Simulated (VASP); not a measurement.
# Al in VASP: notebook

Aim: see how the results for Al move with the level of theory and the settings. Levels: PBEsol, r2SCAN. Tasks: single point.

Everything below comes from runs of VASP 6.6.1. Logs are shortened: lines on timing, memory, paths and dates and some standing lists are left out, and cuts for length are marked.

## (1) The cell of the first run

It takes space group Im-3m (No. 229, cubic). Conventional cell: a = 3.229 Å, b = 3.229 Å, c = 3.229 Å, α = 90.00°, β = 90.00°, γ = 90.00°. Within 3.7 Å of Al (site symmetry m-3m) lie 14 Al at 2.80 to 3.23 Å.

This isn't the form of Al at room conditions, which is fcc.

## (2) Single point, PBEsol (strained)

INCAR

```
SYSTEM = Al
PREC = Accurate
ENCUT = 520
EDIFF = 1E-6
ISMEAR = 0
SIGMA = 0.1
LREAL = .False.
LASPH = .True.
NELM = 100
ALGO = Normal
ISIF = 2
LWAVE = .False.
LCHARG = .True.
GGA = PS
LELF = .True.
LVHAR = .True.
NBANDS = 8
```

KPOINTS

```
Automatic mesh
0
Gamma
  18 18 18
  0 0 0
```

POSCAR

```
Al
1.0
   -1.6143231854      1.6143231854      1.6143231854
    1.6143231854     -1.6143231854      1.6143231854
    1.6143231854      1.6143231854     -1.6143231854
Al
1
Direct
    0.0000000000      0.0000000000      0.0000000000
```

Potentials or basis: VASP PAW PBE potentials, release 64 (Al).

Started as:

```sh
$ cat potpaw_PBE.64/Al/POTCAR > POTCAR
$ mpirun -np 1 vasp_std > vasp.out
```

OUTCAR:

```text
SYSTEM = Al
   PREC = Accurate
   ENCUT = 520
   EDIFF = 1E-6
   ISMEAR = 0
   LREAL = .False.
   LASPH = .True.
   NELM = 100
   ISIF = 2
   GGA = PS

 ion  position               nearest neighbor table
   1  0.000  0.000  0.000-

  LATTYP: Found a body centered cubic cell.
 ALAT       =     3.2286463708

  Lattice vectors:

 A1 = (  -1.6143231854,   1.6143231854,   1.6143231854)
 A2 = (   1.6143231854,  -1.6143231854,   1.6143231854)
 A3 = (   1.6143231854,   1.6143231854,  -1.6143231854)

Analysis of symmetry for initial positions (statically):
=====================================================================
 Subroutine PRICEL returns:
 Original cell was already a primitive cell.

 Routine SETGRP: Setting up the symmetry group for a
 body centered cubic supercell.

 Subroutine GETGRP returns: Found 48 space group operations
 (whereof 48 operations were pure point group operations)
 out of a pool of 48 trial point group operations.

The static configuration has the point symmetry O_h .

Analysis of symmetry for dynamics (positions and initial velocities):
=====================================================================
 Subroutine PRICEL returns:
 Original cell was already a primitive cell.

 Routine SETGRP: Setting up the symmetry group for a
 body centered cubic supercell.

 Subroutine GETGRP returns: Found 48 space group operations
 (whereof 48 operations were pure point group operations)
 out of a pool of 48 trial point group operations.

The dynamic configuration has the point symmetry O_h .

 Subroutine INISYM returns: Found 48 space group operations
 (whereof 48 operations are pure point group operations),
 and found     1 'primitive' translations

----------------------------------------------------------------------------------------

                                     Primitive cell

  volume of cell :      16.8280

  direct lattice vectors                    reciprocal lattice vectors
    -1.614323185  1.614323185  1.614323185     0.000000000  0.309727324  0.309727324
     1.614323185 -1.614323185  1.614323185     0.309727324  0.000000000  0.309727324
     1.614323185  1.614323185 -1.614323185     0.309727324  0.309727324  0.000000000

  length of vectors
     2.796089777  2.796089777  2.796089777     0.438020582  0.438020582  0.438020582

  position of ions in fractional coordinates (direct lattice)
     0.000000000  0.000000000  0.000000000

  ion indices of the primitive-cell ions
   primitive index   ion index
                 1           1

----------------------------------------------------------------------------------------

 KPOINTS: Automatic mesh

Automatic generation of k-mesh.
 Grid dimensions read from file:
 generate k-points for:   18   18   18

 Generating k-lattice:

  Cartesian coordinates                     Fractional coordinates (reciprocal lattice)
     0.000000000  0.017207074  0.017207074     0.055555556  0.000000000  0.000000000
     0.017207074  0.000000000  0.017207074     0.000000000  0.055555556  0.000000000
     0.017207074  0.017207074  0.000000000     0.000000000  0.000000000  0.055555556

  Length of vectors
     0.024334477  0.024334477  0.024334477

  Shift w.r.t. Gamma in fractional coordinates (k-lattice)
     0.000000000  0.000000000  0.000000000

 Subroutine IBZKPT returns following result:
 ===========================================

 Found    195 irreducible k-points:

 Following reciprocal coordinates:
            Coordinates               Weight
  0.000000  0.000000  0.000000      1.000000
  0.055556  0.000000  0.000000     12.000000
  0.111111  0.000000  0.000000     12.000000
  0.166667  0.000000  0.000000     12.000000
  0.222222  0.000000  0.000000     12.000000
  0.277778  0.000000  0.000000     12.000000
[... 16 lines left out ...]
  0.333333  0.111111  0.000000     48.000000
  0.388889  0.111111 -0.000000     48.000000
 [... further k-points ...]
   k-points           NKPTS =    195   k-points in BZ     NKDIM =    195   number of bands    NBANDS=      8
   number of dos      NEDOS =    301   number of ions     NIONS =      1
   total plane-waves  NPLWV =  13824
   dimension x,y,z NGX =    24 NGY =   24 NGZ =   24
   dimension x,y,z NGXF=    48 NGYF=   48 NGZF=   48
   ions per type =               1
   NGX,Y,Z   is equivalent  to a cutoff of  14.27, 14.27, 14.27 a.u.
   NGXF,Y,Z  is equivalent  to a cutoff of  28.54, 28.54, 28.54 a.u.
 SYSTEM =  Al
   PREC   = accura    normal or accurate (medium, high low for compatibility)
   ISTART =      0    job   : 0-new  1-cont  2-samecut
   ICHARG =      2    charge: 1-file 2-atom 10-const
   ISPIN  =      1    spin polarized calculation?
   LNONCOLLINEAR =      F non collinear calculations
   LSORBIT =      F    spin-orbit coupling
   LASPH  =      T    aspherical Exc in radial PAW
   ENCUT  =  520.0 eV  38.22 Ry    6.18 a.u.   5.20  5.20  5.20*2*pi/ulx,y,z
   NELM   =    100;   NELMIN=  2; NELMDL= -5     # of ELM steps
   EDIFF  = 0.1E-05   stopping-criterion for ELM
   LREAL  =      F    real-space projection
   EDIFFG = 0.1E-04   stopping-criterion for IOM
   NSW    =      0    number of steps for IOM
   IBRION =     -1    ionic relax: 0-MD 1-quasi-New 2-CG
   NFREE  =      0    steps in history (QN), initial steepest desc. (CG)
   ISIF   =      2    stress and relaxation
   ISYM   =      2    0-nonsym 1-usesym 2-fastsym
   POTIM  = 0.5000    time-step for ionic-motion
   TEBEG  =    0.0;   TEEND  =   0.0 temperature during run
   PSTRESS=    0.0 pullay stress
   NELECT =       3.0000    total number of electrons
   NUPDOWN=      -1.0000    fix difference up-down
   EMIN   =  10.00;   EMAX   =-10.00  energy-range for DOS
   EFERMI =   0.00;   METHOD = LEGACY
   ISMEAR =     0;   SIGMA  =   0.10  broadening in eV -4-tet -1-fermi 0-gaus
   EFERMI_NEDOS =   21; number of points for ismear=-14 and -15
   IALGO  =     38    algorithm
   IMIX   =      4    mixing-type and parameters
     AMIX     =   0.40;   BMIX     =  1.00
     AMIX_MAG =   1.60;   BMIX_MAG =  1.00
  volume/ion in A,a.u.               =      16.83       113.56
  Fermi-wavevector in a.u.,A,eV,Ry     =   0.921379  1.741153 11.550509  0.848938
  Thomas-Fermi vector in A             =   2.046788
   LORBIT       =      0    0 simple, 1 ext, 2 COOP (PROOUT), +10 PAW based schemes
   GGA     = PS    functional components
   LHFCALC =     F    Hartree Fock is set to
   AEXX    =    0.0000 exact exchange contribution
   IVDW    =     0    specifies the selected vdW correction
   LEPSILON=     F    determine dielectric tensor
   LRPA    =     F    only Hartree local field effects (RPA)
 non-spin polarized calculation
 Gauss-broadening in eV      SIGMA  =   0.10
  energy-cutoff  :      520.00
  volume of cell :       16.83
 maximum number of plane-waves:       468
 NGX is ok and might be reduce to    24
   NGX = 11   NGY = 11   NGZ = 11

 number of electron       3.0000000 magnetization

 Free energy of the ion-electron system (eV)
  ---------------------------------------------------
  ext. energy  EPLUGINS =         0.00000000
  ---------------------------------------------------
  free energy    TOTEN  =        -3.99571251 eV

  energy without entropy =       -3.99410047  energy(sigma->0) =       -3.99490649

 E-fermi :   7.7536     XC(G=0): -10.1890

 val. band max:        7.6854984194   @ k =  -0.3889  -0.4444   0.2222
 cond. band min:       7.7598812280   @ k =   0.2778   0.1667   0.0556
 fundamental gap:      0.0743828086
 Fermi energy:         7.7535947570

 k-point     1 :       0.0000    0.0000    0.0000
  band No.  band energies     occupation
      1      -3.2434      2.00000
      2      20.8711      0.00000
      3      20.8711      0.00000
      4      20.8711      0.00000
      5      22.1404      0.00000
      6      22.1404      0.00000
      7      22.1404      0.00000
      8      23.8805      0.00000

 k-point     2 :       0.0556    0.0000    0.0000
  band No.  band energies     occupation
      1      -3.1557      2.00000
      2      19.6873      0.00000
      3      20.1437      0.00000
      4      20.5078      0.00000
      5      21.7940      0.00000
      6      22.6601      0.00000
      7      23.0140      0.00000
      8      23.1056      0.00000

 k-point     3 :       0.1111    0.0000    0.0000
  band No.  band energies     occupation
      1      -2.8930      2.00000
      2      17.5833      0.00000
      3      19.1470      0.00000
      4      19.7040      0.00000
      5      21.0275      0.00000
      6      22.1503      0.00000
      7      23.3850      0.00000
      8      24.0153      0.00000

 k-point     4 :       0.1667    0.0000    0.0000
  band No.  band energies     occupation
      1      -2.4562      2.00000
      2      15.3121      0.00000
      3      18.2508      0.00000
      4      18.8098      0.00000
      5      20.1878      0.00000
      6      21.3953      0.00000
      7      24.0583      0.00000
      8      24.3286      0.00000

 k-point     5 :       0.2222    0.0000    0.0000
  band No.  band energies     occupation
      1      -1.8469      2.00000
      2      13.0737      0.00000
      3      17.4870      0.00000
      4      17.9776      0.00000
      5      19.4171      0.00000
      6      20.7206      0.00000
      7      24.7933      0.00000
      8      24.8105      0.00000

 k-point     6 :       0.2778    0.0000    0.0000
  band No.  band energies     occupation
      1      -1.0673      2.00000
      2      10.9333      0.00000
      3      16.8616      0.00000
      4      17.2657      0.00000
      5      18.7640      0.00000
      6      20.1312      0.00000
      7      25.3954      0.00000
      8      25.6738      0.00000

 k-point     7 :       0.3333    0.0000    0.0000
  band No.  band energies     occupation
      1      -0.1201      2.00000
      2       8.9169      0.00000
      3      16.3759      0.00000
      4      16.6988      0.00000
      5      18.2471      0.00000
      6      19.6471      0.00000
      7      26.1208      0.00000
      8      26.6555      0.00000
[... 133 lines left out ...]
 k-point    20 :       0.1667    0.1111   -0.0000
  band No.  band energies     occupation
      1      -1.5866      2.00000
      2      13.2798      0.00000
      3      14.7000      0.00000
      4      17.4132      0.00000
      5      20.8129      0.00000
      6      21.8358      0.00000
      7      24.0403      0.00000
      8      25.7991      0.00000

 k-point    21 :       0.2222    0.1111   -0.0000
  band No.  band energies     occupation
      1      -0.8084      2.00000
      2      11.1597      0.00000
      3      13.9939      0.00000
      4      16.7649      0.00000
      5      20.1828      0.00000
      6      22.0520      0.00000
      7      23.9973      0.00000
      8      27.1485      0.00000

 k-point    22 :       0.2778    0.1111    0.0000
  band No.  band energies     occupation
      1       0.1371      2.00000
      2       9.1536      0.00000
      3      13.4434      0.00000
      4      16.2501      0.00000
      5      19.6703      0.00000
      6      22.0083      0.00000
      7      24.4207      0.00000
      8      28.2571      0.00000

 k-point    23 :       0.3333    0.1111    0.0000
  band No.  band energies     occupation
      1       1.2462      2.00000
      2       7.2812      2.00000
      3      13.0487      0.00000
      4      15.8783      0.00000
      5      19.2953      0.00000
      6      21.8397      0.00000
      7      25.2031      0.00000
      8      28.8920      0.00000

 k-point    24 :       0.3889    0.1111   -0.0000
  band No.  band energies     occupation
      1       2.5118      2.00000
      2       5.5559      2.00000
      3      12.8112      0.00000
      4      15.6538      0.00000
      5      19.0673      0.00000
      6      21.6996      0.00000
      7      26.1630      0.00000
      8      28.5389      0.00000

 [... further k-points ...]

------------------------ aborting loop because EDIFF is reached ----------------------------------------

  FORCE on cell =-STRESS in cart. coord.  units (eV):
  Direction    XX          YY          ZZ          XY          YZ          ZX
  --------------------------------------------------------------------------------------
  -------------------------------------------------------------------------------------
  Total       -0.1005455     -0.1005455     -0.1005455      0.0000000      0.0000000      0.0000000
  in kB       -9.5728645     -9.5728645     -9.5728645      0.0000000      0.0000000      0.0000000
  external PRESSURE =      -9.5728645 kB  Pullay stress =       0.0000000 kB

 VOLUME and BASIS-vectors are now :
 -----------------------------------------------------------------------------
  energy-cutoff  :      520.00
  volume of cell :       16.83
      direct lattice vectors                 reciprocal lattice vectors
    -1.614323185  1.614323185  1.614323185     0.000000000  0.309727324  0.309727324
     1.614323185 -1.614323185  1.614323185     0.309727324  0.000000000  0.309727324
     1.614323185  1.614323185 -1.614323185     0.309727324  0.309727324  0.000000000

 POSITION                                       TOTAL-FORCE (eV/Angst)
 -----------------------------------------------------------------------------------
      0.00000      0.00000      0.00000         0.000000     -0.000000      0.000000
 -----------------------------------------------------------------------------------
    total drift:                                0.000000      0.000000      0.000000

  FREE ENERGIE OF THE ION-ELECTRON SYSTEM (eV)
  ---------------------------------------------------
  free  energy   TOTEN  =        -3.9957125065 eV

  energy  without entropy=       -3.9941004710  energy(sigma->0) =       -3.99490649
```

Wall time 5.9 s (1 thread of Intel Xeon 6975P-C (Granite Rapids), shared host); peak memory 0.14 GiB.

What came out:

- Free energy: -3.9957 eV
- Pressure: -1.0 GPa
- Band gap on the k mesh: zero (an odd number of electrons rules out a gap without spin polarisation)

Caveat: the cell differs from its parent crystal (strained); the PAW data sets were made with another functional, which shifts forces and pressure a little.

[end of part 1 of 2]
